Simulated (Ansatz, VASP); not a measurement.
Two plane-wave programs on Nb

```xyz
2
Lattice="0.0000 2.8951 2.8951 2.8951 0.0000 2.8951 2.8951 2.8951 0.0000" Properties=species:S:1:pos:R:3 pbc="T T T"
Nb    0.7238    0.7238    0.7238
Nb    5.0665    5.0665    5.0665
```

Alike in both runs: task relaxation of cell and atoms; functional PBE; k mesh 9 × 9 × 9; occupations fermi-dirac, width 0.1 eV; no spin polarisation.

|  | VASP | Ansatz |
| --- | --- | --- |
| version | VASP 6.6.1 | Ansatz 0.2.0 |
| potentials or method | VASP PAW PBE potentials, release 64 (Nb_sv), cutoff 600 eV | plane waves (420 eV) with PAW, scalar-relativistic |
| valence electrons in the cell | 26 | 26 |

|  | VASP | Ansatz | Ansatz less VASP |
| --- | --- | --- | --- |
| relaxed volume (Å³/atom) | 25.88 | 25.88 | +0.003 |
| relaxed cell length with the largest relative difference (Å) | 4.183 | 4.183 | +0.0001 |
